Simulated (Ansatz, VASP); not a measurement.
## ZnSb2C: VASP beside Ansatz

The input INCAR:

```
SYSTEM = ZnSb2C
PREC = Accurate ; ENCUT = 520
EDIFF = 1E-7 ; ISMEAR = -1
SIGMA = 0.02 ; LREAL = .False.
LASPH = .True. ; NELM = 60
ALGO = Normal ; ISIF = 2
LWAVE = .False. ; LCHARG = .False.
GGA = PE ; NBANDS = 36
```

File KPOINTS:

```
regular mesh
0
Gamma
  6 6 2
  0 0 0
```

POSCAR

```
ZnSb2C
1.0
    3.8870533346      0.0000000000      0.0000000000
    0.0000000000      3.8870533346      0.0000000000
    0.0000000000      0.0000000000     11.5679275267
Zn Sb C
2 4 2
Direct
    0.5000000000      0.0000000000      0.8557296162
    0.0000000000      0.5000000000      0.1442703838
    0.5000000000      0.5000000000      0.0000000000
    0.0000000000      0.0000000000      0.2952199251
    0.5000000000      0.5000000000      0.5000000000
    0.0000000000      0.0000000000      0.7047800749
    0.5000000000      0.0000000000      0.4011801944
    0.0000000000      0.5000000000      0.5988198056
```

Input for Ansatz:

```yaml
crystal:
  lattice:
    - [3.8870533346, 0.0, 0.0]
    - [0.0, 3.8870533346, 0.0]
    - [0.0, 0.0, 11.5679275267]
  atoms:
    - { symbol: Zn, position: [0.5, 0.0, 0.8557296162] }
    - { symbol: Sb, position: [0.5, 0.5, 0.0] }
    - { symbol: Zn, position: [0.0, 0.5, 0.1442703838] }
    - { symbol: Sb, position: [0.0, 0.0, 0.2952199251] }
    - { symbol: C, position: [0.5, 0.0, 0.4011801944] }
    - { symbol: Sb, position: [0.5, 0.5, 0.5] }
    - { symbol: C, position: [0.0, 0.5, 0.5988198056] }
    - { symbol: Sb, position: [0.0, 0.0, 0.7047800749] }
kpoints:
  mp_grid: { grid: [6, 6, 2] }
  band_path:
    path:
      - [0.0, 0.0, 0.0]
      - [0.0, 0.5, 0.0]
      - [0.5, 0.5, 0.0]
      - [0.0, 0.0, 0.5]
      - [0.0, 0.5, 0.5]
      - [0.5, 0.5, 0.5]
      - [0.1, 0.5, 0.5]
      - [0.05, 0.05, 0.0]
    npoints: 1
hamiltonian:
  xc: pbe
scf:
  occupations: { method: fermi_dirac, width: 0.02 }
  n_extra_bands: 6
output:
  forces: true
  stress: true
  eigenvalues: true
```

Alike in both runs: task single point; functional PBE; k mesh 6 × 6 × 2; occupations fermi-dirac, width 0.02 eV; no spin polarisation.

|  | VASP | Ansatz |
| --- | --- | --- |
| version | VASP 6.6.1 | Ansatz 0.2.0 |
| potentials or method | VASP PAW PBE potentials, release 64 (Zn, Sb, C) | plane waves, PAW |
| plane-wave cutoff (eV) | 520 | 420 |
| valence electrons in the cell | 52 | 92 |

```tsv
	VASP	Ansatz	Ansatz less VASP
pressure (GPa)	2.1	1.9	-0.13
rms of the force components (eV/Å)	0.039	0.039	-0.0002
```

VASP's potentials hold 52 valence electrons a cell and Ansatz's 92, so a difference there can come from the potentials and not from the codes.

Neither program's run includes spin-orbit coupling.
